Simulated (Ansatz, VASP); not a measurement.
# Ru in VASP and in Ansatz

```xyz
2
Lattice="2.7414 0.0000 0.0000 -1.3707 2.3741 0.0000 0.0000 0.0000 4.3382" Properties=species:S:1:pos:R:3 pbc="T T T"
Ru    0.0000    1.5828    1.0846
Ru    1.3707    0.7914    3.2537
```

Change from the starting cell: volume scaled by 1.04, crystal datasets.

Alike in both runs: task electric field gradients; functional PBEsol; k mesh 14 × 14 × 8; occupations fermi-dirac, width 0.03 eV; no spin polarisation.

```csv
,VASP,Ansatz
version,VASP 6.6.1,Ansatz 0.2.0
potentials or method,"VASP PAW PBE potentials, release 64 (Ru_pv), cutoff 520 eV","all-electron PAW with datasets made for the crystal, scalar-relativistic"
```

```csv
,VASP,Ansatz,Ansatz less VASP
pressure (GPa),-17.7,-17.6,+0.10
"traceless stress, the component that is largest in VASP (GPa)",-1.72,-1.75,-0.023
size of Vzz on the site where it differs most (V/Å²),12.3,9.7,-2.61
```

VASP's potentials were made for PBE, not for PBEsol. Ansatz ran all-electron here, and VASP with PAW potentials.
